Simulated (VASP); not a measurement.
Here is a VASP 6.6.1 calculation.

POSCAR

```
MgS
1.0
    4.2955415433      0.0000000000      0.0000000000
   -2.1477707716      3.7200480996      0.0000000000
    0.0000000000      0.0000000000      5.2850911870
Mg S
2 2
Direct
    0.3333333333      0.6666666667      0.2500000000
    0.6666666667      0.3333333333      0.7500000000
    0.6666666667      0.3333333333      0.2500000000
    0.3333333333      0.6666666667      0.7500000000
```

INCAR.step1

```
SYSTEM = MgS
ALGO = Normal
EDIFF = 1E-4
ENCUT = 520
GGA = PE
ISMEAR = 0
LASPH = .TRUE.
LCHARG = .FALSE.
LREAL = .FALSE.
LWAVE = .TRUE.
NBANDS = 16
NELM = 60
PREC = Accurate
SIGMA = 0.01
```

INCAR.step2

```
SYSTEM = MgS
ALGO = Normal
EDIFF = 1E-7
ENCUT = 520
ISIF = 2
ISMEAR = 0
ISTART = 1
LASPH = .TRUE.
LCHARG = .FALSE.
LMIXTAU = .TRUE.
LREAL = .FALSE.
LWAVE = .FALSE.
METAGGA = R2SCAN
NBANDS = 16
NELM = 60
PREC = Accurate
SIGMA = 0.01
```

File KPOINTS:

```
k-points
0
G
  12 12 6
  0 0 0
```

Potentials or basis: VASP PAW PBE potentials, release 64 (Mg, S).

Launch:

```console
$ cat potpaw_PBE.64/Mg/POTCAR potpaw_PBE.64/S/POTCAR > POTCAR
$ cp INCAR.step1 INCAR
$ mpirun -np 1 vasp_std > vasp.out
$ cp INCAR.step2 INCAR
$ mpirun -np 1 vasp_std > vasp.out
```

(1) Estimate the band gap on the k mesh.

(2) Estimate the pressure.

Answers

(1) 3.63 eV, direct.

(2) -0.4 GPa.

Caveat: the PAW data sets were made with another functional, which shifts forces and pressure a little.
